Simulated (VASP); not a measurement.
# SnO (P4/nmm) in VASP: further runs

Runs on SnO. Level: PBEsol. Tasks: relaxation of cell and atoms, single point, relaxation of shape and atoms at fixed volume.

All numbers are computed with VASP 6.6.1; they aren't measurements. Logs are shortened: lines on timing, memory, paths and dates and some standing lists are left out, and cuts for length are marked.

### 1 The cell of the first run

The structure is tetragonal, space group P4/nmm (No. 129). The conventional cell has a = 3.799 Å, b = 3.799 Å, c = 4.841 Å, α = 90.00°, β = 90.00°, γ = 90.00°. Within 2.9 Å of Sn (site symmetry 4mm) lie 4 O at 2.22 Å. O (site symmetry -4m2) has 4 Sn at 2.22 Å and 4 O at 2.69 Å within 2.9 Å.

### 2 Relaxation of cell and atoms, PBEsol

INCAR

```
SYSTEM = SnO
ALGO = Normal
EDIFF = 1E-6
EDIFFG = -0.005
ENCUT = 600
GGA = PS
IBRION = 2
ISIF = 3
ISMEAR = 0
LASPH = .True.
LCHARG = .False.
LREAL = .False.
LWAVE = .False.
NELM = 80
NSW = 100
PREC = Accurate
SIGMA = 0.1
```

KPOINTS

```
k-points
0
Gamma
  12 12 10
  0 0 0
```

POSCAR

```
SnO
1.0
    3.7986000000      0.0000000000      0.0000000000
    0.0000000000      3.7986000000      0.0000000000
    0.0000000000      0.0000000000      4.8408000000
Sn O
2 2
Direct
    0.5000000000      0.0000000000      0.2369000000
    0.0000000000      0.5000000000      0.7631000000
    0.0000000000      0.0000000000      0.0000000000
    0.5000000000      0.5000000000      0.0000000000
```

Potentials or basis: VASP PAW PBE potentials, release 64 (Sn_d, O).

Started as:

```
cat potpaw_PBE.64/Sn_d/POTCAR potpaw_PBE.64/O/POTCAR > POTCAR
mpirun -np 1 vasp_std > vasp.out
```

OUTCAR:

```text
SYSTEM = SnO
   EDIFF = 1E-6
   EDIFFG = -0.005
   ENCUT = 600
   GGA = PS
   IBRION = 2
   ISIF = 3
   ISMEAR = 0
   LASPH = .True.
   LREAL = .False.
   NELM = 80
   NSW = 100
   PREC = Accurate

 ion  position               nearest neighbor table
   1  0.500  0.000  0.237-   3 2.22   4 2.22   4 2.22   3 2.22   2 3.53   2 3.53   2 3.53   2 3.53
                             2 3.70   2 3.70   2 3.70   2 3.70
   2  0.000  0.500  0.763-   3 2.22   4 2.22   3 2.22   4 2.22   1 3.53   1 3.53   1 3.53   1 3.53
                             1 3.70   1 3.70   1 3.70   1 3.70
   3  0.000  0.000  0.000-   1 2.22   2 2.22   2 2.22   1 2.22
   4  0.500  0.500  0.000-   1 2.22   2 2.22   1 2.22   2 2.22

  LATTYP: Found a simple tetragonal cell.
 ALAT       =     3.7986000000
 C/A-ratio  =     1.2743642395

  Lattice vectors:

 A1 = (   3.7986000000,   0.0000000000,   0.0000000000)
 A2 = (   0.0000000000,   3.7986000000,   0.0000000000)
 A3 = (   0.0000000000,   0.0000000000,   4.8408000000)

Analysis of symmetry for initial positions (statically):
=====================================================================
 Subroutine PRICEL returns:
 Original cell was already a primitive cell.

 Routine SETGRP: Setting up the symmetry group for a
 simple tetragonal supercell.

 Subroutine GETGRP returns: Found 16 space group operations
 (whereof  8 operations were pure point group operations)
 out of a pool of 16 trial point group operations.

The static configuration has the point symmetry D_2d.
 The point group associated with its full space group is D_4h.

Analysis of symmetry for dynamics (positions and initial velocities):
=====================================================================
 Subroutine PRICEL returns:
 Original cell was already a primitive cell.

 Routine SETGRP: Setting up the symmetry group for a
 simple tetragonal supercell.

 Subroutine GETGRP returns: Found 16 space group operations
 (whereof  8 operations were pure point group operations)
 out of a pool of 16 trial point group operations.

The dynamic configuration has the point symmetry D_2d.
 The point group associated with its full space group is D_4h.

 Subroutine INISYM returns: Found 16 space group operations
 (whereof  8 operations are pure point group operations),
 and found     1 'primitive' translations

----------------------------------------------------------------------------------------

                                     Primitive cell

  volume of cell :      69.8497

  direct lattice vectors                    reciprocal lattice vectors
     3.798600000  0.000000000  0.000000000     0.263254883  0.000000000  0.000000000
     0.000000000  3.798600000  0.000000000     0.000000000  0.263254883  0.000000000
     0.000000000  0.000000000  4.840800000     0.000000000  0.000000000  0.206577425

  length of vectors
     3.798600000  3.798600000  4.840800000     0.263254883  0.263254883  0.206577425

  position of ions in fractional coordinates (direct lattice)
     0.500000000  0.000000000  0.236900000
     0.000000000  0.500000000  0.763100000
     0.000000000  0.000000000  0.000000000
     0.500000000  0.500000000  0.000000000

  ion indices of the primitive-cell ions
   primitive index   ion index
                 1           1
                 2           2
                 3           3
                 4           4

----------------------------------------------------------------------------------------

 KPOINTS: k-points

Automatic generation of k-mesh.
 Grid dimensions read from file:
 generate k-points for:   12   12   10

 Generating k-lattice:

  Cartesian coordinates                     Fractional coordinates (reciprocal lattice)
     0.021937907  0.000000000  0.000000000     0.083333333  0.000000000  0.000000000
     0.000000000  0.021937907  0.000000000     0.000000000  0.083333333  0.000000000
     0.000000000  0.000000000  0.020657743     0.000000000  0.000000000  0.100000000

  Length of vectors
     0.021937907  0.021937907  0.020657743

  Shift w.r.t. Gamma in fractional coordinates (k-lattice)
     0.000000000  0.000000000  0.000000000

 Subroutine IBZKPT returns following result:
 ===========================================

 Found    168 irreducible k-points:

 Following reciprocal coordinates:
            Coordinates               Weight
  0.000000  0.000000  0.000000      1.000000
  0.083333  0.000000  0.000000      4.000000
  0.166667  0.000000  0.000000      4.000000
  0.250000  0.000000  0.000000      4.000000
  0.333333  0.000000  0.000000      4.000000
  0.416667  0.000000  0.000000      4.000000
[... 16 lines left out ...]
  0.333333  0.333333  0.000000      4.000000
  0.416667  0.333333  0.000000      8.000000
 [... further k-points ...]
   k-points           NKPTS =    168   k-points in BZ     NKDIM =    168   number of bands    NBANDS=     24
   number of dos      NEDOS =    301   number of ions     NIONS =      4
   total plane-waves  NPLWV =  36000
   dimension x,y,z NGX =    30 NGY =   30 NGZ =   40
   dimension x,y,z NGXF=    60 NGYF=   60 NGZF=   80
   ions per type =               2   2
   NGX,Y,Z   is equivalent  to a cutoff of  13.13, 13.13, 13.74 a.u.
   NGXF,Y,Z  is equivalent  to a cutoff of  26.26, 26.26, 27.47 a.u.
 SYSTEM =  SnO
   PREC   = accura    normal or accurate (medium, high low for compatibility)
   ISTART =      0    job   : 0-new  1-cont  2-samecut
   ICHARG =      2    charge: 1-file 2-atom 10-const
   ISPIN  =      1    spin polarized calculation?
   LNONCOLLINEAR =      F non collinear calculations
   LSORBIT =      F    spin-orbit coupling
   LASPH  =      T    aspherical Exc in radial PAW
   ENCUT  =  600.0 eV  44.10 Ry    6.64 a.u.   7.59  7.59  9.67*2*pi/ulx,y,z
   NELM   =     80;   NELMIN=  2; NELMDL= -5     # of ELM steps
   EDIFF  = 0.1E-05   stopping-criterion for ELM
   LREAL  =      F    real-space projection
   EDIFFG = -.5E-02   stopping-criterion for IOM
   NSW    =    100    number of steps for IOM
   IBRION =      2    ionic relax: 0-MD 1-quasi-New 2-CG
   NFREE  =      1    steps in history (QN), initial steepest desc. (CG)
   ISIF   =      3    stress and relaxation
   ISYM   =      2    0-nonsym 1-usesym 2-fastsym
   POTIM  = 0.5000    time-step for ionic-motion
   TEBEG  =    0.0;   TEEND  =   0.0 temperature during run
   PSTRESS=    0.0 pullay stress
   NELECT =      40.0000    total number of electrons
   NUPDOWN=      -1.0000    fix difference up-down
   EMIN   =  10.00;   EMAX   =-10.00  energy-range for DOS
   EFERMI =   0.00;   METHOD = LEGACY
   ISMEAR =     0;   SIGMA  =   0.10  broadening in eV -4-tet -1-fermi 0-gaus
   EFERMI_NEDOS =   21; number of points for ismear=-14 and -15
   IALGO  =     38    algorithm
   IMIX   =      4    mixing-type and parameters
     AMIX     =   0.40;   BMIX     =  1.00
     AMIX_MAG =   1.60;   BMIX_MAG =  1.00
  volume/ion in A,a.u.               =      17.46       117.84
  Fermi-wavevector in a.u.,A,eV,Ry     =   1.359482  2.569048 25.146163  1.848191
  Thomas-Fermi vector in A             =   2.486226
   LORBIT       =      0    0 simple, 1 ext, 2 COOP (PROOUT), +10 PAW based schemes
   GGA     = PS    functional components
   LHFCALC =     F    Hartree Fock is set to
   AEXX    =    0.0000 exact exchange contribution
   IVDW    =     0    specifies the selected vdW correction
   LEPSILON=     F    determine dielectric tensor
   LRPA    =     F    only Hartree local field effects (RPA)
 conjugate gradient relaxation of ions
 non-spin polarized calculation
 Gauss-broadening in eV      SIGMA  =   0.10
  energy-cutoff  :      600.00
  volume of cell :       69.85
 maximum number of plane-waves:      2354
   NGX = 15   NGY = 15   NGZ = 19

--------------------------------------- Ionic step        1  -------------------------------------------

 number of electron      40.0000023 magnetization

 Free energy of the ion-electron system (eV)
  ---------------------------------------------------
  ext. energy  EPLUGINS =         0.00000000
  ---------------------------------------------------
  free energy    TOTEN  =       -24.21248246 eV

  energy without entropy =      -24.21206963  energy(sigma->0) =      -24.21227604

------------------------ aborting loop because EDIFF is reached ----------------------------------------

  FORCE on cell =-STRESS in cart. coord.  units (eV):
  Direction    XX          YY          ZZ          XY          YZ          ZX
  --------------------------------------------------------------------------------------
  -------------------------------------------------------------------------------------
  Total        0.3816296      0.3816296      0.2155943      0.0000000      0.0000000      0.0000000
  in kB        8.7536334      8.7536334      4.9451973      0.0000000      0.0000000      0.0000000
  external PRESSURE =       7.4841547 kB  Pullay stress =       0.0000000 kB
[... 95 lines left out ...]
  FREE ENERGIE OF THE ION-ELECTRON SYSTEM (eV)
  ---------------------------------------------------
  free  energy   TOTEN  =       -24.2158184590 eV

  energy  without entropy=      -24.2153713363  energy(sigma->0) =      -24.21559490

[... ionic steps 4 to 9 ...]

--------------------------------------- Ionic step       10  -------------------------------------------

 number of electron      40.0000022 magnetization

------------------------ aborting loop because EDIFF is reached ----------------------------------------

  FORCE on cell =-STRESS in cart. coord.  units (eV):
  Direction    XX          YY          ZZ          XY          YZ          ZX
  --------------------------------------------------------------------------------------
  -------------------------------------------------------------------------------------
  Total        0.0935054      0.0935054      0.0738176      0.0000000      0.0000000      0.0000000
  in kB        2.1892090      2.1892090      1.7282639      0.0000000      0.0000000      0.0000000
  external PRESSURE =       2.0355606 kB  Pullay stress =       0.0000000 kB
[... 61 lines left out ...]
  energy  without entropy=      -24.2195908114  energy(sigma->0) =      -24.22001503

--------------------------------------- Ionic step       12  -------------------------------------------

 number of electron      40.0000023 magnetization

 Free energy of the ion-electron system (eV)
  ---------------------------------------------------
  ext. energy  EPLUGINS =         0.00000000
  ---------------------------------------------------
  free energy    TOTEN  =       -24.22104747 eV

  energy without entropy =      -24.22017593  energy(sigma->0) =      -24.22061170

 E-fermi :   7.3040     XC(G=0): -10.6223

 val. band max:        7.2884218358   @ k =   0.5000   0.5000   0.1000
 cond. band min:       7.4413730594   @ k =   0.4167   0.4167   0.0000
 fundamental gap:      0.1529512236
 Fermi energy:         7.3040090453

 k-point     1 :       0.0000    0.0000    0.0000
  band No.  band energies     occupation
      1     -14.6640      2.00000
      2     -14.2281      2.00000
      3     -14.2281      2.00000
      4     -14.2163      2.00000
      5     -14.1766      2.00000
      6     -14.1739      2.00000
[... 637 lines left out ...]
     23      11.7045      0.00000
     24      12.0704      0.00000

 [... further k-points ...]

------------------------ aborting loop because EDIFF is reached ----------------------------------------

  FORCE on cell =-STRESS in cart. coord.  units (eV):
  Direction    XX          YY          ZZ          XY          YZ          ZX
  --------------------------------------------------------------------------------------
  -------------------------------------------------------------------------------------
  Total        0.0000471      0.0000471      0.0075282      0.0000000     -0.0000000      0.0000000
  in kB        0.0011009      0.0011009      0.1760522      0.0000000     -0.0000000      0.0000000
  external PRESSURE =       0.0594180 kB  Pullay stress =       0.0000000 kB
[... 19 lines left out ...]
  FREE ENERGIE OF THE ION-ELECTRON SYSTEM (eV)
  ---------------------------------------------------
  free  energy   TOTEN  =       -24.2210474722 eV

  energy  without entropy=      -24.2201759279  energy(sigma->0) =      -24.22061170

 reached required accuracy - stopping structural energy minimisation
```

It took 14 min on 1 thread of Intel Xeon 6975P-C (Granite Rapids), shared host; peak memory 0.41 GiB.

Results:

| Item | Value |
| --- | --- |
| Free energy | -24.2210 eV |
| Relaxed volume | 17.13 Å³/atom |
| Relaxed cell | a = 3.806 Å, b = 3.806 Å, c = 4.730 Å, α = 90.00°, β = 90.00°, γ = 90.00° |
| Space group after relaxing (to 0.1 Å) | P4/nmm (No. 129) |
| Energy gained by relaxing | 2.1 meV/atom |
| Ionic steps | 12 |
| Pressure after relaxing | 0.0 GPa |
| Largest force after relaxing | 0.003 eV/Å |
| Band gap on the k mesh | zero (bands 20 and 21 overlap by 0.15 eV) |

Forces in eV/Å, atoms in the order of the input:
```
Sn   0.000  0.000  0.003
Sn   0.000  0.000 -0.003
O    0.000  0.000  0.000
O    0.000  0.000  0.000
```

Step by step:
```
step  energy change (eV)  largest force (eV/Å)  pressure (GPa)  volume (Å³)
   1              0.0000                0.2906            0.75        69.85
   2             -0.0011                0.1269           -1.28        70.68
   3             -0.0033                0.0607           -0.41        70.30
   4             -0.0047                0.0396           -0.29        70.01
   5             -0.0070                0.0188           -0.05        69.12
   6             -0.0072                0.0422            0.05        68.77
   7             -0.0084                0.0128            0.16        68.51
   8             -0.0085                0.0234            0.15        68.46
   9             -0.0084                0.0442            0.22        68.36
  10             -0.0085                0.0307            0.20        68.43
  11             -0.0080                0.0757           -0.51        68.73
  12             -0.0086                0.0030            0.01        68.51
```

Final structure:
```cif
data_structure
_symmetry_space_group_name_H-M 'P 1'
_symmetry_Int_Tables_number 1
_cell_length_a 3.8058
_cell_length_b 3.8058
_cell_length_c 4.7301
_cell_angle_alpha 90.000
_cell_angle_beta 90.000
_cell_angle_gamma 90.000
_cell_volume 68.51
loop_
_atom_site_label
_atom_site_type_symbol
_atom_site_fract_x
_atom_site_fract_y
_atom_site_fract_z
_atom_site_occupancy
Sn1 Sn 0.50000 0.00000 0.24430 1
Sn2 Sn 0.00000 0.50000 0.75570 1
O1 O 0.00000 0.00000 0.00000 1
O2 O 0.50000 0.50000 0.00000 1
```

Caveat: semilocal functionals underestimate gaps, so a narrow gap can read as zero; the PAW data sets were made with another functional, which shifts forces and pressure a little; spin-orbit coupling is left out, which moves the levels of the heavy elements.

### 3 Single point, PBEsol

This run uses another cell than the first one, of 17.10 Å³/atom.

INCAR

```
  PREC = Accurate
  ENCUT = 600
  EDIFF = 1E-6
  ISMEAR = -1
  SIGMA = 0.15
  LREAL = False
  LASPH = True
  NELM = 120
  ALGO = Normal
  ISIF = 2
  LWAVE = False
  LCHARG = False
  GGA = PS
  NBANDS = 28
  GGA_COMPAT = False
```

KPOINTS

```
Automatic mesh
0
Gamma
  12 12 10
```

POSCAR

```
SnO
1.0
    3.8008284495      0.0000000000      0.0000000000
    0.0000000000      3.8008284495      0.0000000000
    0.0000000000      0.0000000000      4.7352583715
Sn O
2 2
Direct
    0.5000000000      0.0000000000      0.2439022707
    0.0000000000      0.5000000000      0.7560977293
    0.0000000000      0.0000000000      0.0000000000
    0.5000000000      0.5000000000      0.0000000000
```

Potentials or basis: VASP PAW PBE potentials, release 64 (Sn_d, O).

Started as:

```
cat potpaw_PBE.64/Sn_d/POTCAR potpaw_PBE.64/O/POTCAR > POTCAR
mpirun -np 1 vasp_std > vasp.out
```

Run time: 8.6 min. Hardware: 1 thread of AMD EPYC 7R43 (Zen 3), shared host; peak memory 0.39 GiB.

Results (log left out):

```
Free energy            : -24.2263 eV
Pressure               : 0.2 GPa
Largest force          : 0.084 eV/Å
Band gap on the k mesh : zero (bands 20 and 21 overlap by 0.15 eV)
```

Forces in eV/Å, atoms in the order of the input:
```
Sn   0.000  0.000  0.084
Sn   0.000  0.000 -0.084
O    0.000  0.000  0.000
O    0.000  0.000  0.000
```

Levels at points of the mesh, in eV from the Fermi level:
| k point | band 16 | band 17 | band 18 | band 19 | band 20 | band 21 | band 22 | band 23 | band 24 | band 25 |
| --- | --- | --- | --- | --- | --- | --- | --- | --- | --- | --- |
| (0.00, 0.00, 0.00) | -6.50 | -3.65 | -3.33 | -3.33 | -0.14 | 2.01 | 4.39 | 4.39 | 4.43 | 5.67 |
| (0.50, 0.00, 0.00) | -5.20 | -5.04 | -5.04 | -2.95 | -2.95 | 3.13 | 3.13 | 5.70 | 5.70 | 5.98 |
| (0.50, 0.50, 0.00) | -5.32 | -2.66 | -2.66 | -2.04 | -2.04 | -0.27 | -0.27 | 4.27 | 4.27 | 7.33 |
| (0.00, 0.00, 0.50) | -3.73 | -3.35 | -3.35 | -3.11 | -2.36 | 1.47 | 2.60 | 2.60 | 3.42 | 7.87 |
| (0.50, 0.00, 0.50) | -5.72 | -5.00 | -5.00 | -1.89 | -1.89 | 2.52 | 2.52 | 5.14 | 5.14 | 6.63 |
| (0.50, 0.50, 0.50) | -5.86 | -2.96 | -2.96 | -2.66 | -2.66 | 2.12 | 2.12 | 4.05 | 4.05 | 5.47 |

Caveat: semilocal functionals underestimate gaps, so a narrow gap can read as zero; the PAW data sets were made with another functional, which shifts forces and pressure a little; spin-orbit coupling is left out, which moves the levels of the heavy elements.

[end of part 1 of 2]
